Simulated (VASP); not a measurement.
# WSe2 (P6_3/mmc) in VASP: further runs

WSe2 is run at these levels: PBEsol; tasks: electric field gradients.

All numbers are computed with VASP 6.6.1; they aren't measurements. Logs are shortened: lines on timing, memory, paths and dates and some standing lists are left out, and cuts for length are marked.

## 1. The cell of the first run

Symmetry: P6_3/mmc, No. 194, hexagonal system. Conventional cell: a = 3.389 Å, b = 3.389 Å, c = 12.970 Å, α = 90.00°, β = 90.00°, γ = 120.00°. W (site symmetry -6m2) has 6 Se at 2.57 Å and 6 W at 3.39 Å within 3.4 Å. Within 3.4 Å of Se (site symmetry 3m) lie 3 W at 2.57 Å and 7 Se at 3.35 to 3.39 Å.

## 2. Electric field gradients, PBEsol (equal xx and yy strain of +3 %)

INCAR

```
ALGO = Normal
EDIFF = 1E-8
ENCUT = 520
GGA = PS
ISIF = 2
ISMEAR = -1
LASPH = T
LCHARG = F
LEFG = T
LREAL = F
LWAVE = F
NBANDS = 35
NELM = 80
PREC = Accurate
SIGMA = 0.08
```

KPOINTS

```
k-points
0
Gamma
  11 11 3
```

POSCAR

```
WSe2
1.0
    3.3886984040      0.0000000000      0.0000000000
   -1.6943492020      2.9346989036      0.0000000000
    0.0000000000      0.0000000000     12.9700000000
W Se
2 4
Direct
    0.3333333333      0.6666666667      0.2500000000
    0.6666666667      0.3333333333      0.7500000000
    0.3333333333      0.6666666667      0.6210000000
    0.6666666667      0.3333333333      0.1210000000
    0.3333333333      0.6666666667      0.8790000000
    0.6666666667      0.3333333333      0.3790000000
```

Potentials or basis: VASP PAW PBE potentials, release 64 (W_sv, Se).

Started as:

```bash
$ cat potpaw_PBE.64/W_sv/POTCAR potpaw_PBE.64/Se/POTCAR > POTCAR
$ mpirun -np 1 vasp_std > vasp.out
```

OUTCAR:

```text
EDIFF = 1E-8
   ENCUT = 520
   GGA = PS
   ISIF = 2
   ISMEAR = -1
   LASPH = T
   LREAL = F
   NELM = 80
   PREC = Accurate

 ion  position               nearest neighbor table
   1  0.333  0.667  0.250-   4 2.57   6 2.57   4 2.57   6 2.57   4 2.57   6 2.57
   2  0.667  0.333  0.750-   3 2.57   5 2.57   3 2.57   5 2.57   3 2.57   5 2.57
   3  0.333  0.667  0.621-   2 2.57   2 2.57   2 2.57
   4  0.667  0.333  0.121-   1 2.57   1 2.57   1 2.57
   5  0.333  0.667  0.879-   2 2.57   2 2.57   2 2.57
   6  0.667  0.333  0.379-   1 2.57   1 2.57   1 2.57

  LATTYP: Found a hexagonal cell.
 ALAT       =     3.3886984040
 C/A-ratio  =     3.8274282494

  Lattice vectors:

 A1 = (   3.3886984040,   0.0000000000,   0.0000000000)
 A2 = (  -1.6943492020,   2.9346989036,   0.0000000000)
 A3 = (   0.0000000000,   0.0000000000,  12.9700000000)

Analysis of symmetry for initial positions (statically):
=====================================================================
 Subroutine PRICEL returns:
 Original cell was already a primitive cell.

 Routine SETGRP: Setting up the symmetry group for a
 hexagonal supercell.

 Subroutine GETGRP returns: Found 24 space group operations
 (whereof 12 operations were pure point group operations)
 out of a pool of 24 trial point group operations.

The static configuration has the point symmetry D_3d.
 The point group associated with its full space group is D_6h.

Analysis of symmetry for dynamics (positions and initial velocities):
=====================================================================
 Subroutine PRICEL returns:
 Original cell was already a primitive cell.

 Routine SETGRP: Setting up the symmetry group for a
 hexagonal supercell.

 Subroutine GETGRP returns: Found 24 space group operations
 (whereof 12 operations were pure point group operations)
 out of a pool of 24 trial point group operations.

The dynamic configuration has the point symmetry D_3d.
 The point group associated with its full space group is D_6h.

 Subroutine INISYM returns: Found 24 space group operations
 (whereof 12 operations are pure point group operations),
 and found     1 'primitive' translations

----------------------------------------------------------------------------------------

                                     Primitive cell

  volume of cell :     128.9842

  direct lattice vectors                    reciprocal lattice vectors
     3.388698404  0.000000000  0.000000000     0.295098554  0.170375230  0.000000000
    -1.694349202  2.934698904  0.000000000     0.000000000  0.340750460  0.000000000
     0.000000000  0.000000000 12.970000000     0.000000000  0.000000000  0.077101002

  length of vectors
     3.388698404  3.388698404 12.970000000     0.340750460  0.340750460  0.077101002

  position of ions in fractional coordinates (direct lattice)
     0.333333333  0.666666667  0.250000000
     0.666666667  0.333333333  0.750000000
     0.333333333  0.666666667  0.621000000
     0.666666667  0.333333333  0.121000000
     0.333333333  0.666666667  0.879000000
     0.666666667  0.333333333  0.379000000

  ion indices of the primitive-cell ions
   primitive index   ion index
                 1           1
                 2           2
                 3           3
                 4           4
                 5           5
                 6           6

----------------------------------------------------------------------------------------

 KPOINTS: k-points

Automatic generation of k-mesh.
 Grid dimensions read from file:
[... 55 lines left out ...]
 SYSTEM =  unknown system
   PREC   = accura    normal or accurate (medium, high low for compatibility)
   ISTART =      0    job   : 0-new  1-cont  2-samecut
   ICHARG =      2    charge: 1-file 2-atom 10-const
   ISPIN  =      1    spin polarized calculation?
   LNONCOLLINEAR =      F non collinear calculations
   LSORBIT =      F    spin-orbit coupling
   LASPH  =      T    aspherical Exc in radial PAW
   ENCUT  =  520.0 eV  38.22 Ry    6.18 a.u.   6.30  6.30 24.12*2*pi/ulx,y,z
   NELM   =     80;   NELMIN=  2; NELMDL= -5     # of ELM steps
   EDIFF  = 0.1E-07   stopping-criterion for ELM
   LREAL  =      F    real-space projection
   EDIFFG = 0.1E-06   stopping-criterion for IOM
   NSW    =      0    number of steps for IOM
   IBRION =     -1    ionic relax: 0-MD 1-quasi-New 2-CG
   NFREE  =      0    steps in history (QN), initial steepest desc. (CG)
   ISIF   =      2    stress and relaxation
   ISYM   =      2    0-nonsym 1-usesym 2-fastsym
   POTIM  = 0.5000    time-step for ionic-motion
   TEBEG  =    0.0;   TEEND  =   0.0 temperature during run
   PSTRESS=    0.0 pullay stress
   NELECT =      52.0000    total number of electrons
   NUPDOWN=      -1.0000    fix difference up-down
   EMIN   =  10.00;   EMAX   =-10.00  energy-range for DOS
   EFERMI =   0.00;   METHOD = LEGACY
   ISMEAR =    -1;   SIGMA  =   0.08  broadening in eV -4-tet -1-fermi 0-gaus
   EFERMI_NEDOS =   21; number of points for ismear=-14 and -15
   IALGO  =     38    algorithm
   IMIX   =      4    mixing-type and parameters
     AMIX     =   0.40;   BMIX     =  1.00
     AMIX_MAG =   1.60;   BMIX_MAG =  1.00
  volume/ion in A,a.u.               =      21.50       145.07
  Fermi-wavevector in a.u.,A,eV,Ry     =   1.209383  2.285402 19.899974  1.462607
  Thomas-Fermi vector in A             =   2.344962
   LORBIT       =      0    0 simple, 1 ext, 2 COOP (PROOUT), +10 PAW based schemes
   GGA     = PS    functional components
   LHFCALC =     F    Hartree Fock is set to
   AEXX    =    0.0000 exact exchange contribution
   IVDW    =     0    specifies the selected vdW correction
   LEPSILON=     F    determine dielectric tensor
   LRPA    =     F    only Hartree local field effects (RPA)
 non-spin polarized calculation
  energy-cutoff  :      520.00
  volume of cell :      128.98
 maximum number of plane-waves:      3505
 NGX is ok and might be reduce to    28
   NGX = 13   NGY = 13   NGZ = 49

 number of electron      52.0000001 magnetization

 Free energy of the ion-electron system (eV)
  ---------------------------------------------------
  ext. energy  EPLUGINS =         0.00000000
  ---------------------------------------------------
  free energy    TOTEN  =       -46.29887996 eV

  energy without entropy =      -46.29870409  energy(sigma->0) =      -46.29879203

 E-fermi :   5.9708     XC(G=0): -10.6307

 val. band max:        5.5874463728   @ k =   0.0000   0.0000   0.0000
 cond. band min:       6.4838226837   @ k =   0.1818   0.1818   0.0000
 fundamental gap:      0.8963763109
 Fermi energy:         5.9707860584

 k-point     1 :       0.0000    0.0000    0.0000
  band No.  band energies     occupation
      1     -68.9202      2.00000
      2     -68.9202      2.00000
      3     -33.0925      2.00000
      4     -33.0925      2.00000
      5     -33.0386      2.00000
      6     -33.0386      2.00000
[... 901 lines left out ...]
     34       9.0376      0.00000
     35      11.7794      0.00000

 [... further k-points ...]

------------------------ aborting loop because EDIFF is reached ----------------------------------------

  FORCE on cell =-STRESS in cart. coord.  units (eV):
  Direction    XX          YY          ZZ          XY          YZ          ZX
  --------------------------------------------------------------------------------------
  -------------------------------------------------------------------------------------
  Total       -7.2060955     -7.2060955     -4.0795922      0.0000000     -0.0000000      0.0000000
  in kB      -89.5105352    -89.5105352    -50.6746650      0.0000000     -0.0000000      0.0000000
  external PRESSURE =     -76.5652451 kB  Pullay stress =       0.0000000 kB

 VOLUME and BASIS-vectors are now :
 -----------------------------------------------------------------------------
  energy-cutoff  :      520.00
  volume of cell :      128.98
      direct lattice vectors                 reciprocal lattice vectors
     3.388698404  0.000000000  0.000000000     0.295098554  0.170375230  0.000000000
    -1.694349202  2.934698904  0.000000000     0.000000000  0.340750460  0.000000000
     0.000000000  0.000000000 12.970000000     0.000000000  0.000000000  0.077101002

 POSITION                                       TOTAL-FORCE (eV/Angst)
 -----------------------------------------------------------------------------------
     -0.00000      1.95647      3.24250        -0.000000     -0.000000      0.000000
      1.69435      0.97823      9.72750        -0.000000     -0.000000      0.000000
     -0.00000      1.95647      8.05437         0.000000      0.000000      0.652269
      1.69435      0.97823      1.56937         0.000000     -0.000000      0.652269
     -0.00000      1.95647     11.40063         0.000000      0.000000     -0.652269
      1.69435      0.97823      4.91563         0.000000      0.000000     -0.652269
 -----------------------------------------------------------------------------------
    total drift:                               -0.000000      0.000000     -0.000000

  FREE ENERGIE OF THE ION-ELECTRON SYSTEM (eV)
  ---------------------------------------------------
  free  energy   TOTEN  =       -46.2988799635 eV

  energy  without entropy=      -46.2987040927  energy(sigma->0) =      -46.29879203

 Electric field gradients (V/A^2)
---------------------------------------------------------------------
 ion       V_xx      V_yy      V_zz      V_xy      V_xz      V_yz
---------------------------------------------------------------------
   1      78.726    78.726  -157.452     0.000     0.000    -0.000
   2      78.726    78.726  -157.452     0.000    -0.000     0.000
   3      38.962    38.962   -77.924    -0.000     0.000    -0.000
   4      38.962    38.962   -77.924    -0.000    -0.000     0.000
   5      38.962    38.962   -77.924    -0.000    -0.000     0.000
   6      38.962    38.962   -77.924    -0.000     0.000    -0.000
---------------------------------------------------------------------

 Electric field gradients after diagonalization (V/A^2)
 (convention: |V_zz| > |V_xx| > |V_yy|)
----------------------------------------------------------------------
 ion       V_xx      V_yy      V_zz     asymmetry (V_yy - V_xx)/ V_zz
----------------------------------------------------------------------
   1      78.726    78.726  -157.452       0.000
   2      78.726    78.726  -157.452       0.000
   3      38.962    38.962   -77.924       0.000
   4      38.962    38.962   -77.924       0.000
   5      38.962    38.962   -77.924       0.000
   6      38.962    38.962   -77.924       0.000
----------------------------------------------------------------------

           NMR quadrupolar parameters

 Cq : quadrupolar parameter    Cq=e*Q*V_zz/h
 eta: asymmetry parameters     (V_yy - V_xx)/ V_zz
 Q  : nuclear electric quadrupole moment in mb (millibarn)
----------------------------------------------------------------------
 ion       Cq(MHz)       eta       Q (mb)
----------------------------------------------------------------------
   1      -0.381       0.000       1.000
   2      -0.381       0.000       1.000
   3      -0.188       0.000       1.000
   4      -0.188       0.000       1.000
   5      -0.188       0.000       1.000
   6      -0.188       0.000       1.000
----------------------------------------------------------------------
```

Run time: 2.8 min. Hardware: 1 thread of AMD EPYC 7R13 (Zen 3), shared host; peak memory 0.28 GiB.

Results:

```
Free energy            : -46.2989 eV
Pressure               : -7.7 GPa
Largest force          : 0.652 eV/Å
Band gap on the k mesh : 0.90 eV, indirect (least direct gap 1.46 eV)
```

Forces in eV/Å, atoms in the order of the input:
```
W    0.000  0.000  0.000
W    0.000  0.000  0.000
Se   0.000  0.000  0.652
Se   0.000  0.000  0.652
Se   0.000  0.000 -0.652
Se   0.000  0.000 -0.652
```

Stress tensor (GPa, compression positive):
```
-8.95  0.00  0.00
 0.00 -8.95  0.00
 0.00  0.00 -5.07
```

Levels at points of the mesh, in eV from the valence-band top:
| k point | band 23 | band 24 | band 25 | band 26 | band 27 | band 28 | band 29 | band 30 |
| --- | --- | --- | --- | --- | --- | --- | --- | --- |
| (0.00, 0.00, 0.00) | -1.68 | -0.91 | -0.90 | 0.00 | 2.29 | 2.29 | 2.34 | 2.34 |

Electric field gradients, principal values (V/Å²):
| atom | least | middle | greatest (by size) |
| --- | --- | --- | --- |
| 1 W | 78.726 | 78.726 | -157.452 |
| 2 W | 78.726 | 78.726 | -157.452 |
| 3 Se | 38.962 | 38.962 | -77.924 |
| 4 Se | 38.962 | 38.962 | -77.924 |
| 5 Se | 38.962 | 38.962 | -77.924 |
| 6 Se | 38.962 | 38.962 | -77.924 |

Caveat: the cell differs from its parent crystal (equal xx and yy strain of +3 %); without QUAD_EFG the Cq values of the log hold for a quadrupole moment of 1 mb, not for the nuclei; the PAW data sets were made with another functional, which shifts forces and pressure a little; spin-orbit coupling is left out, which moves the levels of the heavy elements; this functional lacks dispersion, which binds the layers, so the pressure and a relaxed spacing across them are unreliable. A k mesh can miss the band edges.

[end of part 1 of 3]
